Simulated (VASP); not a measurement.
Here is a VASP 6.6.1 calculation.

Contents of INCAR:

```
SYSTEM = Bi
  PREC = Accurate
  ENCUT = 520
  EDIFF = 1E-6
  ISMEAR = -1
  SIGMA = 0.05
  LREAL = .FALSE.
  LASPH = .TRUE.
  NELM = 80
  ALGO = Fast
  ISIF = 2
  LWAVE = .FALSE.
  LCHARG = .FALSE.
  GGA = PS
  IVDW = 12
  NBANDS = 22
```

Contents of KPOINTS:

```
Automatic mesh
0
G
  8 8 4
  0 0 0
```

The input POSCAR:

```
Bi
1.0
    3.2383762460      0.0000000000      0.0000000000
    0.0000000000      3.2216433200      0.0000000000
   -0.0804548793      0.0000000000      6.4438887882
Bi
2
Direct
    0.5442472500      0.0000000000      0.7495778900
    0.4557527500      0.0000000000      0.2504221100
```

Potentials or basis: VASP PAW PBE potentials, release 64 (Bi_d).

The run is started by

```bash
$ cat potpaw_PBE.64/Bi_d/POTCAR > POTCAR
$ mpirun -np 1 vasp_std > vasp.out
```

Problem. Predict the largest force.

Solution. 0.012 eV/Å.

Problem. Predict the band gap on the k mesh.

Solution. Zero (bands 15 and 16 overlap by 6.31 eV).

Problem. Predict the pressure.

Solution. -2.9 GPa.

Stress tensor (GPa, compression positive):
```
-3.03  0.00 -0.11
 0.00 -2.27  0.00
-0.11  0.00 -3.26
```

Caveat: three body term missing; the PAW data sets were made with another functional, which shifts forces and pressure a little; spin-orbit coupling is left out, which moves the levels of the heavy elements.
